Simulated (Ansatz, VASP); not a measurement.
**GdO in VASP and in Ansatz**

INCAR

```
PREC     = Accurate       # precision mode
ENCUT    = 520            # plane-wave cutoff, eV
EDIFF    = 1E-6           # SCF threshold, eV
ISMEAR   = -1             # smearing method
SIGMA    = 0.05           # smearing width, eV
LREAL    = False          # projectors in reciprocal space
LASPH    = True           # aspherical terms in the spheres
NELM     = 150            # most SCF steps
ALGO     = Normal         # electronic algorithm
ISIF     = 2              # what is computed and relaxed
LWAVE    = False          # write WAVECAR
LCHARG   = False          # write CHGCAR
ISPIN    = 2              # spin polarisation
MAGMOM   = 7 0            # initial moments
LORBIT   = 11             # projections on sites
LMAXMIX  = 6              # l up to which the mixer works
LDAU     = True           # DFT+U
LDAUTYPE = 2            
LDAUL    = 3 -1           # shell
LDAUU    = 6 0            # U, eV
LDAUJ    = 0 0          
LDAUPRINT= 1            
GGA      = PE             # functional
NBANDS   = 23             # bands
```

The input KPOINTS:

```
regular mesh
0
Gamma
  9 9 9
```

File POSCAR:

```
GdO
1.0
    0.0000000000      2.7000000000      2.7000000000
    2.7000000000      0.0000000000      2.7000000000
    2.7000000000      2.7000000000      0.0000000000
Gd O
1 1
Direct
    0.0000000000      0.0000000000      0.0000000000
    0.7500000000      0.7500000000      0.7500000000
```

input.yaml

```yaml
crystal:
  lattice:
    - [0.0, 2.7, 2.7]
    - [2.7, 0.0, 2.7]
    - [2.7, 2.7, 0.0]
  atoms:
    - { symbol: Gd, position: [0.0, 0.0, 0.0], spin: 7.0 }
    - { symbol: O, position: [0.75, 0.75, 0.75] }
hamiltonian:
  xc: pbe
  pseudopotentials: { kind: paw }
  hubbard: { sites: [{ species: Gd, l: f, u_eff: 6.0 }] }
magnetization:
  spin_polarized: true
kpoints:
  mp_grid: { grid: [9, 9, 9] }
  band_path:
    path:
      - [[0.0, 0.0, 0.0], [0.5, 0.0, 0.5], [0.5, 0.25, 0.75], [0.375, 0.375, 0.75], [0.0, 0.0, 0.0], [0.5, 0.5, 0.5], [0.625, 0.25, 0.625], [0.5, 0.25, 0.75], [0.5, 0.5, 0.5], [0.375, 0.375, 0.75]]
      - [[0.625, 0.25, 0.625], [0.5, 0.0, 0.5]]
    npoints: 14
scf:
  occupations: { method: fermi_dirac, width: 0.05 }
  n_extra_bands: 6
output:
  forces: true
  stress: true
  eigenvalues: true
  fatbands: false
```

Alike in both runs: functional PBE; k mesh 9 × 9 × 9; occupations fermi-dirac, width 0.05 eV; collinear spin; Hubbard terms Gd f U = 6.0 eV.

```csv
,VASP,Ansatz
version,VASP 6.6.1,Ansatz 0.2.0
potentials or method,"VASP PAW PBE potentials, release 64 (Gd, O)",Ansatz PAW
plane-wave cutoff (eV),520,420
valence electrons in the cell,24,24
task,single point,band structure
```

```csv
,VASP,Ansatz,Ansatz less VASP
gap on the k mesh at the Fermi level (eV),none,none,-
pressure (GPa),-0.1,-0.2,-0.05
net moment per atom (μB),3.96,3.96,0.000
size of the moment on the site where the two differ most (μB),7.07,7.02,-0.051
```

Site moments also hang on the region over which each program counts them. The programs project onto different local orbitals, so the same U acts differently, and such runs can settle in different states. A gap of «none» marks a metal or a gap that the smearing closes.

Spin-orbit coupling is off throughout. Noted on Ansatz's run: the magnetic or orbital state may not be the lowest.
